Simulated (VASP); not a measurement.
Here is a VASP 6.6.1 calculation.

INCAR

```
  ALGO = Fast
  EDIFF = 1E-7
  ENCUT = 520
  GGA = PE
  ISIF = 2
  ISMEAR = 0
  LASPH = True
  LCHARG = False
  LREAL = False
  LWAVE = False
  NBANDS = 26
  NELM = 80
  PREC = Accurate
  SIGMA = 0.15
```

Contents of KPOINTS:

```
k-points
0
Gamma
  10 10 10
```

The input POSCAR:

```
Al2Cu
1.0
   -3.1472000000      3.1472000000      2.3192000000
    3.1472000000     -3.1472000000      2.3192000000
    3.1472000000      3.1472000000     -2.3192000000
Al Cu
4 2
Direct
    0.1587211657      0.6587211657      0.8174423314
    0.6587211657      0.8412788343      0.5000000000
    0.8412788343      0.3412788343      0.1825576686
    0.3412788343      0.1587211657      0.5000000000
    0.7500000000      0.7500000000      0.0000000000
    0.2500000000      0.2500000000      0.0000000000
```

Potentials or basis: VASP PAW PBE potentials, release 64 (Al, Cu).

The run is started by

```sh
$ cat potpaw_PBE.64/Al/POTCAR potpaw_PBE.64/Cu/POTCAR > POTCAR
$ mpirun -np 1 vasp_std > vasp.out
```

What does it give for the largest force?

0.183 eV/Å.

Predict the pressure.

-1.7 GPa.

Stress tensor (GPa, compression positive):
```
-5.99  0.00  0.00
 0.00 -5.99  0.00
 0.00  0.00  6.93
```

Caveat: the stress differs along the axes, from -6 to 7 GPa.
